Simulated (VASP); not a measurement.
A run of VASP 6.6.1:

File POSCAR:

```
KTaO3
1.0
    4.1877150000      0.0000000000      0.0000000000
    0.0000000000      3.9883000000      0.0000000000
    0.0000000000      0.0000000000      3.9883000000
K Ta O
1 1 3
Direct
    0.5000000000      0.5000000000      0.5000000000
    0.0000000000      0.0000000000      0.0000000000
    0.5000000000      0.0000000000      0.0000000000
    0.0000000000      0.5000000000      0.0000000000
    0.0000000000      0.0000000000      0.5000000000
```

The input INCAR.step1:

```
SYSTEM = KTaO3
PREC     = Accurate       ! precision mode
ENCUT    = 520            ! plane-wave cutoff, eV
ISMEAR   = 0              ! smearing method
SIGMA    = 0.05           ! smearing width, eV
LREAL    = .FALSE.        ! projectors in reciprocal space
LASPH    = .TRUE.         ! aspherical terms in the spheres
NELM     = 80             ! most SCF steps
NBANDS   = 27             ! bands
GGA      = PE             ! functional
ALGO     = Normal         ! electronic algorithm
EDIFF    = 1E-4           ! SCF threshold, eV
LWAVE    = .TRUE.         ! write WAVECAR
LCHARG   = .FALSE.        ! write CHGCAR
```

File INCAR.step2:

```
SYSTEM = KTaO3
PREC     = Accurate       ! precision mode
ENCUT    = 520            ! plane-wave cutoff, eV
EDIFF    = 1E-7           ! SCF threshold, eV
ISMEAR   = 0              ! smearing method
SIGMA    = 0.05           ! smearing width, eV
LREAL    = .FALSE.        ! projectors in reciprocal space
LASPH    = .TRUE.         ! aspherical terms in the spheres
NELM     = 80             ! most SCF steps
ALGO     = Normal         ! electronic algorithm
ISIF     = 2              ! what is computed and relaxed
LWAVE    = .FALSE.        ! write WAVECAR
LCHARG   = .TRUE.         ! write CHGCAR
METAGGA  = R2SCAN         ! meta-GGA
LMIXTAU  = .TRUE.       
LELF     = .TRUE.         ! ELF
LVHAR    = .TRUE.       
NBANDS   = 27             ! bands
ISTART   = 1
```

KPOINTS

```
Automatic mesh
0
G
  6 6 6
  0 0 0
```

Potentials or basis: VASP PAW PBE potentials, release 64 (K_sv, Ta_pv, O).

Command:

```console
$ cat potpaw_PBE.64/K_sv/POTCAR potpaw_PBE.64/Ta_pv/POTCAR potpaw_PBE.64/O/POTCAR > POTCAR
$ cp INCAR.step1 INCAR
$ mpirun -np 1 vasp_std > vasp.out
$ cp INCAR.step2 INCAR
$ mpirun -np 1 vasp_std > vasp.out
```

Hardware: 1 thread of Intel(R) Xeon(R) Platinum 8488C (Sapphire Rapids) (shared host).

**Question.** Estimate the wall time of this run.

**Answer.** Wall time 2.8 min on 1 thread of Intel(R) Xeon(R) Platinum 8488C (Sapphire Rapids), with other jobs on the host, peak memory 0.22 GiB. Counts: k points 40.
